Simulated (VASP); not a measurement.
# WS2: single point with r2SCAN+D4

WS2, a slab with vacuum:

```
CELL_PARAMETERS angstrom
3.18352 0.00000 0.00000
-1.59176 2.75701 0.00000
0.00000 0.00000 16.95058
ATOMIC_POSITIONS crystal
W 0.33333 0.66667 0.00000
S 0.66667 0.33333 0.90800
S 0.66667 0.33333 0.09200
```

* Program: VASP 6.6.1
* Task: single point
* Functional: r2SCAN
* Dispersion: D4
* Potentials or basis: VASP PAW PBE potentials, release 64 (W_sv, S)
* Cutoff: 520 eV
* k mesh: 10 × 10 × 2
* Occupations: fermi-dirac, width 0.1 eV
* Spin: no spin polarisation

- Largest force: 0.032 eV/Å
- Band gap on the k mesh: 2.10 eV, indirect (least direct gap 2.28 eV)
- Dispersion energy per atom: -0.105 eV

Forces in eV/Å, atoms in the order of the input:
```
W    0.000  0.000  0.000
S    0.000  0.000  0.032
S    0.000  0.000 -0.032
```

Levels at points of the mesh, in eV from the valence-band top:
```
           k point  band 11  band 12  band 13  band 14  band 15  band 16
(0.00, 0.00, 0.00)    -1.79    -1.79     0.00     3.06     3.06     3.22
(0.50, 0.00, 0.00)    -2.27    -1.44    -0.99     2.99     3.46     4.40
(0.00, 0.00, 0.50)    -1.79    -1.79     0.00     3.06     3.06     3.22
(0.50, 0.00, 0.50)    -2.27    -1.44    -0.99     2.99     3.46     4.40
```

Wall time 9.6 min on 1 thread of AMD EPYC 7R43 64-Core Processor (Zen 3) (shared host), peak memory 0.28 GiB.

Caveat: the PAW data sets were made with another functional, which shifts forces and pressure a little; spin-orbit coupling is left out, which moves the levels of the heavy elements.
